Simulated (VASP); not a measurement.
Here is a VASP 6.6.1 calculation.

The input INCAR:

```
SYSTEM = InSe
PREC     = Accurate       ! precision mode
ENCUT    = 520            ! plane-wave cutoff, eV
EDIFF    = 1E-7           ! SCF threshold, eV
ISMEAR   = 0              ! smearing method
SIGMA    = 0.02           ! smearing width, eV
LREAL    = .FALSE.        ! projectors in reciprocal space
LASPH    = .TRUE.         ! aspherical terms in the spheres
NELM     = 100            ! most SCF steps
ALGO     = Normal         ! electronic algorithm
ISIF     = 2              ! what is computed and relaxed
LWAVE    = .FALSE.        ! write WAVECAR
LCHARG   = .TRUE.         ! write CHGCAR
GGA      = PE             ! functional
IVDW     = 12             ! dispersion correction
LELF     = .TRUE.         ! ELF
LVHAR    = .TRUE.       
NBANDS   = 27             ! bands
```

File KPOINTS:

```
Automatic mesh
0
G
  12 12 12
  0 0 0
```

Contents of POSCAR:

```
InSe
1.0
    2.0184887264      1.1653750095      8.3027172804
   -2.0184887264      1.1653750095      8.3027172804
    0.0000000000     -2.3307500190      8.3027172804
In Se
2 2
Direct
   -0.0003856652     -0.0003856652     -0.0003856652
    0.1117587352      0.1117587352      0.1117587352
    0.6147242531      0.6147242531      0.6147242531
    0.8299026770      0.8299026770      0.8299026770
```

Potentials or basis: VASP PAW PBE potentials, release 64 (In_d, Se).

Run with:

```bash
$ cat potpaw_PBE.64/In_d/POTCAR potpaw_PBE.64/Se/POTCAR > POTCAR
$ mpirun -np 1 vasp_std > vasp.out
```

Question: Predict the dispersion energy per atom.

Answer: -0.300 eV.

Question: Estimate the largest force.

Answer: 0.015 eV/Å.

Question: Predict the pressure.

Answer: 0.0 GPa.

Forces on the atoms (eV/Å):
```
In   0.000  0.000  0.014
In   0.000  0.000 -0.014
Se   0.000  0.000 -0.015
Se   0.000  0.000  0.015
```

Caveat: spin-orbit coupling is left out, which moves the levels of the heavy elements.

**What was measured.**

From “The Interaction of Hydrogen with the van der Waals Crystal γ-InSe”, 2020, pmc:7321205, for a bulk crystal of InSe at 300 K: band gap 1.25 eV.

A measured gap of InSe is 1.25 eV (300 K; “The Interaction of Hydrogen with the van der Waals Crystal γ-InSe”, 2020, pmc:7321205); the calculated 0.28 eV misses it by -0.97 eV. Spin-orbit coupling on In, Se is left out. The value is that of PBE+D3(BJ) on a finite k mesh, which can miss the band edges, without temperature or zero-point motion. Semilocal functionals fall short of measured gaps as a rule.
